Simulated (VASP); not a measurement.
Set up this calculation in VASP 6.6.1, as the native input.

| Property | Result |
| --- | --- |
| Task | relaxation of cell and atoms |
| Functional | PBEsol |
| Potentials or basis | VASP PAW PBE potentials, release 64 (Sr_sv, Te) |
| Cutoff | 500 eV |
| k mesh | 6 × 6 × 6 |
| Occupations | fermi-dirac, width 0.03 eV |
| Spin | no spin polarisation |
| Dipole correction | no |
| Further INCAR settings | ALGO = Normal; EDIFF = 1e-07; IBRION = 2; EDIFFG = -0.01; NSW = 100; ISIF = 3 |

The structure of SrTe lies in POSCAR:

```
SrTe
1.0
    0.0000000000      3.3558353104      3.3558353104
    3.3558353104      0.0000000000      3.3558353104
    3.3558353104      3.3558353104      0.0000000000
Sr Te
1 1
Direct
    0.0000000000      0.0000000000      0.0000000000
    0.5000000000      0.5000000000      0.5000000000
```

These files were run (other wordings do the same):

INCAR

```
ALGO = Normal
EDIFF = 1E-7
EDIFFG = -0.01
ENCUT = 500
GGA = PS
GGA_COMPAT = False
IBRION = 2
ISIF = 3
ISMEAR = -1
LASPH = True
LCHARG = False
LREAL = False
LWAVE = False
NELM = 120
NELMIN = 4
NSW = 100
PREC = Accurate
SIGMA = 0.03
```

KPOINTS

```
k-points
0
Gamma
  6 6 6
```

Potentials or basis: VASP PAW PBE potentials, release 64 (Sr_sv, Te).

Launch:

```sh
$ cat potpaw_PBE.64/Sr_sv/POTCAR potpaw_PBE.64/Te/POTCAR > POTCAR
$ mpirun -np 1 vasp_std > vasp.out
```

It gave:

| Quantity | Value |
| --- | --- |
| Relaxed volume | 36.19 Å³/atom |
| Relaxed cell | a = 4.678 Å, b = 4.678 Å, c = 4.678 Å, α = 60.00°, β = 60.00°, γ = 60.00° |
| Space group after relaxing (to 0.05 Å) | Fm-3m (No. 225) |
| Energy gained by relaxing | 7.3 meV/atom |
| Ionic steps | 3 |
| Pressure after relaxing | 0.0 GPa |
| Band gap on the k mesh | 1.55 eV, indirect (least direct gap 2.32 eV) |

Caveat: the PAW data sets were made with another functional, which shifts forces and pressure a little; spin-orbit coupling is left out, which moves the levels of the heavy elements.

It took 31 s on 1 thread of AMD EPYC 7R13 Processor (Zen 3), with other jobs on the host, peak memory 0.19 GiB.
